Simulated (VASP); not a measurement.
# InAs (I-4m2) in VASP: single point with PBEsol

Aim: the single point of InAs with PBEsol.

Program: VASP 6.6.1. These are calculated values, not measurements. Logs are shortened: lines on timing, memory, paths and dates and some standing lists are left out, and cuts for length are marked.

### 1 The cell of the first run

It takes space group I-4m2 (No. 119, tetragonal). Conventional cell: a = 4.190 Å, b = 4.190 Å, c = 6.088 Å, α = 90.00°, β = 90.00°, γ = 90.00°. In (site symmetry -4m2) has 4 As at 2.59 Å within 3.4 Å. Within 3.4 Å of As (site symmetry -4m2) lie 4 In at 2.59 Å.

### 2 Single point, PBEsol (normal strain along x -0.0267, normal strain along y -0.0267)

File INCAR:

```
ALGO     = Normal         # electronic algorithm
EDIFF    = 1E-7           # SCF threshold, eV
ENCUT    = 520            # plane-wave cutoff, eV
GGA      = PS             # functional
ISIF     = 2              # what is computed and relaxed
ISMEAR   = 0              # smearing method
LASPH    = T              # aspherical terms in the spheres
LCHARG   = F              # write CHGCAR
LREAL    = F              # projectors in reciprocal space
LWAVE    = F              # write WAVECAR
NBANDS   = 16             # bands
NELM     = 80             # most SCF steps
PREC     = Accurate       # precision mode
SIGMA    = 0.15           # smearing width, eV
```

File KPOINTS:

```
k-points
0
Gamma
  12 12 12
```

File POSCAR:

```
InAs
1.0
    0.0000000000      3.0439335352      2.9626605098
    2.9626605098      0.0000000000      2.9626605098
    2.9626605098      3.0439335352      0.0000000000
In As
1 1
Direct
    0.0000000000      0.0000000000      0.0000000000
    0.7500000000      0.7500000000      0.7500000000
```

Potentials or basis: VASP PAW PBE potentials, release 64 (In_d, As).

Command:

```bash
> cat potpaw_PBE.64/In_d/POTCAR potpaw_PBE.64/As/POTCAR > POTCAR
> mpirun -np 1 vasp_std > vasp.out
```

OUTCAR:

```text
EDIFF = 1E-7
   ENCUT = 520
   GGA = PS
   ISIF = 2
   ISMEAR = 0
   LASPH = T
   LREAL = F
   NELM = 80
   PREC = Accurate

 ion  position               nearest neighbor table
   1  0.000  0.000  0.000-   2 2.59   2 2.59   2 2.59   2 2.59
   2  0.750  0.750  0.750-   1 2.59   1 2.59   1 2.59   1 2.59

  LATTYP: Found a body centered tetragonal cell.
 ALAT       =     4.1898346737
 C/A-ratio  =     1.4530089000

  Lattice vectors:

 A1 = (   0.0000000000,  -3.0439335352,   2.9626605098)
 A2 = (   0.0000000000,  -3.0439335352,  -2.9626605098)
 A3 = (   2.9626605098,   3.0439335352,   0.0000000000)

Analysis of symmetry for initial positions (statically):
=====================================================================
 Subroutine PRICEL returns:
 Original cell was already a primitive cell.

 Routine SETGRP: Setting up the symmetry group for a
 body centered tetragonal supercell.

 Subroutine GETGRP returns: Found  8 space group operations
 (whereof  8 operations were pure point group operations)
 out of a pool of 16 trial point group operations.

The static configuration has the point symmetry D_2d.

Analysis of symmetry for dynamics (positions and initial velocities):
=====================================================================
 Subroutine PRICEL returns:
 Original cell was already a primitive cell.

 Routine SETGRP: Setting up the symmetry group for a
 body centered tetragonal supercell.

 Subroutine GETGRP returns: Found  8 space group operations
 (whereof  8 operations were pure point group operations)
 out of a pool of 16 trial point group operations.

The dynamic configuration has the point symmetry D_2d.

 Subroutine INISYM returns: Found  8 space group operations
 (whereof  8 operations are pure point group operations),
 and found     1 'primitive' translations

----------------------------------------------------------------------------------------

                                     Primitive cell

  volume of cell :      53.4354

  direct lattice vectors                    reciprocal lattice vectors
     0.000000000  3.043933535  2.962660510    -0.168767227  0.164261142  0.168767227
     2.962660510  0.000000000  2.962660510     0.168767227 -0.164261142  0.168767227
     2.962660510  3.043933535  0.000000000     0.168767227  0.164261142 -0.168767227

  length of vectors
     4.247692157  4.189834674  4.247692157     0.289735184  0.289735184  0.289735184

  position of ions in fractional coordinates (direct lattice)
     0.000000000  0.000000000  0.000000000
     0.750000000  0.750000000  0.750000000

  ion indices of the primitive-cell ions
   primitive index   ion index
                 1           1
                 2           2

----------------------------------------------------------------------------------------

 KPOINTS: k-points

Automatic generation of k-mesh.
 Grid dimensions read from file:
 generate k-points for:   12   12   12

 Generating k-lattice:

  Cartesian coordinates                     Fractional coordinates (reciprocal lattice)
    -0.014063936  0.013688429  0.014063936     0.083333333  0.000000000  0.000000000
     0.014063936 -0.013688429  0.014063936     0.000000000  0.083333333  0.000000000
     0.014063936  0.013688429 -0.014063936     0.000000000  0.000000000  0.083333333

  Length of vectors
     0.024144599  0.024144599  0.024144599

  Shift w.r.t. Gamma in fractional coordinates (k-lattice)
     0.000000000  0.000000000  0.000000000

 Subroutine IBZKPT returns following result:
 ===========================================

 Found    163 irreducible k-points:

 Following reciprocal coordinates:
            Coordinates               Weight
  0.000000  0.000000  0.000000      1.000000
  0.083333  0.000000  0.000000      8.000000
  0.166667  0.000000  0.000000      8.000000
  0.250000  0.000000  0.000000      8.000000
  0.333333  0.000000 -0.000000      8.000000
  0.416667  0.000000  0.000000      8.000000
[... 16 lines left out ...]
  0.500000  0.166667  0.000000     16.000000
 -0.416667  0.166667  0.000000     16.000000
 [... further k-points ...]
   k-points           NKPTS =    163   k-points in BZ     NKDIM =    163   number of bands    NBANDS=     16
   number of dos      NEDOS =    301   number of ions     NIONS =      2
   total plane-waves  NPLWV =  32768
   dimension x,y,z NGX =    32 NGY =   32 NGZ =   32
   dimension x,y,z NGXF=    64 NGYF=   64 NGZF=   64
   ions per type =               1   1
   NGX,Y,Z   is equivalent  to a cutoff of  12.52, 12.70, 12.52 a.u.
   NGXF,Y,Z  is equivalent  to a cutoff of  25.05, 25.39, 25.05 a.u.
 SYSTEM =  unknown system
   PREC   = accura    normal or accurate (medium, high low for compatibility)
   ISTART =      0    job   : 0-new  1-cont  2-samecut
   ICHARG =      2    charge: 1-file 2-atom 10-const
   ISPIN  =      1    spin polarized calculation?
   LNONCOLLINEAR =      F non collinear calculations
   LSORBIT =      F    spin-orbit coupling
   LASPH  =      T    aspherical Exc in radial PAW
   ENCUT  =  520.0 eV  38.22 Ry    6.18 a.u.   7.90  7.79  7.90*2*pi/ulx,y,z
   NELM   =     80;   NELMIN=  2; NELMDL= -5     # of ELM steps
   EDIFF  = 0.1E-06   stopping-criterion for ELM
   LREAL  =      F    real-space projection
   EDIFFG = 0.1E-05   stopping-criterion for IOM
   NSW    =      0    number of steps for IOM
   IBRION =     -1    ionic relax: 0-MD 1-quasi-New 2-CG
   NFREE  =      0    steps in history (QN), initial steepest desc. (CG)
   ISIF   =      2    stress and relaxation
   ISYM   =      2    0-nonsym 1-usesym 2-fastsym
   POTIM  = 0.5000    time-step for ionic-motion
   TEBEG  =    0.0;   TEEND  =   0.0 temperature during run
   PSTRESS=    0.0 pullay stress
   NELECT =      18.0000    total number of electrons
   NUPDOWN=      -1.0000    fix difference up-down
   EMIN   =  10.00;   EMAX   =-10.00  energy-range for DOS
   EFERMI =   0.00;   METHOD = LEGACY
   ISMEAR =     0;   SIGMA  =   0.15  broadening in eV -4-tet -1-fermi 0-gaus
   EFERMI_NEDOS =   21; number of points for ismear=-14 and -15
   IALGO  =     38    algorithm
   IMIX   =      4    mixing-type and parameters
     AMIX     =   0.40;   BMIX     =  1.00
     AMIX_MAG =   1.60;   BMIX_MAG =  1.00
  volume/ion in A,a.u.               =      26.72       180.30
  Fermi-wavevector in a.u.,A,eV,Ry     =   1.139085  2.152558 17.653749  1.297514
  Thomas-Fermi vector in A             =   2.275789
   LORBIT       =      0    0 simple, 1 ext, 2 COOP (PROOUT), +10 PAW based schemes
   GGA     = PS    functional components
   LHFCALC =     F    Hartree Fock is set to
   AEXX    =    0.0000 exact exchange contribution
   IVDW    =     0    specifies the selected vdW correction
   LEPSILON=     F    determine dielectric tensor
   LRPA    =     F    only Hartree local field effects (RPA)
 non-spin polarized calculation
 Gauss-broadening in eV      SIGMA  =   0.15
  energy-cutoff  :      520.00
  volume of cell :       53.44
 maximum number of plane-waves:      1456
   NGX = 15   NGY = 15   NGZ = 15

 number of electron      18.0000000 magnetization

 Free energy of the ion-electron system (eV)
  ---------------------------------------------------
  ext. energy  EPLUGINS =         0.00000000
  ---------------------------------------------------
  free energy    TOTEN  =        -8.45579025 eV

  energy without entropy =       -8.45555554  energy(sigma->0) =       -8.45567290

 E-fermi :   4.8588     XC(G=0):  -9.4338

 val. band max:        4.7699998688   @ k =   0.0000   0.0000   0.0000
 cond. band min:       5.5987950897   @ k =   0.0833   0.0000   0.0000
 fundamental gap:      0.8287952210
 Fermi energy:         4.8587732197

 k-point     1 :       0.0000    0.0000    0.0000
  band No.  band energies     occupation
      1      -9.6919      2.00000
      2      -9.6819      2.00000
      3      -9.6819      2.00000
      4      -9.5436      2.00000
      5      -9.5418      2.00000
      6      -7.3922      2.00000
[... 8 lines left out ...]
     15      14.2152      0.00000
     16      14.7184      0.00000

 k-point     2 :       0.0833    0.0000    0.0000
  band No.  band energies     occupation
      1      -9.6981      2.00000
      2      -9.6839      2.00000
      3      -9.6789      2.00000
      4      -9.5439      2.00000
      5      -9.5418      2.00000
      6      -7.3141      2.00000
[... 8 lines left out ...]
     15      13.6152      0.00000
     16      14.0195      0.00000

 k-point     3 :       0.1667    0.0000    0.0000
  band No.  band energies     occupation
      1      -9.7266      2.00000
      2      -9.6770      2.00000
      3      -9.6709      2.00000
      4      -9.5444      2.00000
      5      -9.5411      2.00000
      6      -7.0886      2.00000
[... 8 lines left out ...]
     15      13.3566      0.00000
     16      13.4363      0.00000

 k-point     4 :       0.2500    0.0000    0.0000
  band No.  band energies     occupation
      1      -9.7641      2.00000
      2      -9.6672      2.00000
      3      -9.6611      2.00000
      4      -9.5438      2.00000
      5      -9.5389      2.00000
      6      -6.7428      2.00000
[... 8 lines left out ...]
     15      13.2926      0.00000
     16      13.3336      0.00000
[... 324 lines left out ...]
 k-point    22 :       0.4167    0.1667    0.0000
  band No.  band energies     occupation
      1      -9.8292      2.00000
      2      -9.6430      2.00000
      3      -9.6362      2.00000
      4      -9.5563      2.00000
      5      -9.5272      2.00000
      6      -5.9749      2.00000
[... 8 lines left out ...]
     15      14.8935      0.00000
     16      15.6285      0.00000

 k-point    23 :       0.5000    0.1667    0.0000
  band No.  band energies     occupation
      1      -9.8416      2.00000
      2      -9.6413      2.00000
      3      -9.6342      2.00000
      4      -9.5508      2.00000
      5      -9.5282      2.00000
      6      -5.6773      2.00000
[... 8 lines left out ...]
     15      15.2125      0.00000
     16      15.7016      0.00000

 k-point    24 :      -0.4167    0.1667    0.0000
  band No.  band energies     occupation
      1      -9.8413      2.00000
      2      -9.6416      2.00000
      3      -9.6359      2.00000
      4      -9.5456      2.00000
      5      -9.5324      2.00000
      6      -5.6349      2.00000
[... 8 lines left out ...]
     15      14.4741      0.00000
     16      14.9347      0.00000

 [... further k-points ...]

------------------------ aborting loop because EDIFF is reached ----------------------------------------

  FORCE on cell =-STRESS in cart. coord.  units (eV):
  Direction    XX          YY          ZZ          XY          YZ          ZX
  --------------------------------------------------------------------------------------
  -------------------------------------------------------------------------------------
  Total        1.2696880      0.9555572      1.2696880      0.0000000      0.0000000      0.0000000
  in kB       38.0696312     28.6509040     38.0696312      0.0000000      0.0000000      0.0000000
  external PRESSURE =      34.9300555 kB  Pullay stress =       0.0000000 kB

 VOLUME and BASIS-vectors are now :
 -----------------------------------------------------------------------------
  energy-cutoff  :      520.00
  volume of cell :       53.44
      direct lattice vectors                 reciprocal lattice vectors
     0.000000000  3.043933535  2.962660510    -0.168767227  0.164261142  0.168767227
     2.962660510  0.000000000  2.962660510     0.168767227 -0.164261142  0.168767227
     2.962660510  3.043933535  0.000000000     0.168767227  0.164261142 -0.168767227

 POSITION                                       TOTAL-FORCE (eV/Angst)
 -----------------------------------------------------------------------------------
      0.00000      0.00000      0.00000        -0.000000     -0.000000      0.000000
      4.44399      4.56590      4.44399         0.000000      0.000000     -0.000000
 -----------------------------------------------------------------------------------
    total drift:                               -0.000000      0.000001     -0.000000

  FREE ENERGIE OF THE ION-ELECTRON SYSTEM (eV)
  ---------------------------------------------------
  free  energy   TOTEN  =        -8.4557902547 eV

  energy  without entropy=       -8.4555555362  energy(sigma->0) =       -8.45567290
```

Wall time 4.3 min (1 thread of AMD EPYC 7R13, shared host); peak memory 0.25 GiB.

What came out:

- Free energy: -8.4558 eV
- Pressure: 3.5 GPa
- Band gap on the k mesh: zero (filled and empty bands touch)

Caveat: the cell differs from its parent crystal (normal strain along x -0.0267, normal strain along y -0.0267); the PAW data sets were made with another functional, which shifts forces and pressure a little; spin-orbit coupling is left out, which moves the levels of the heavy elements.
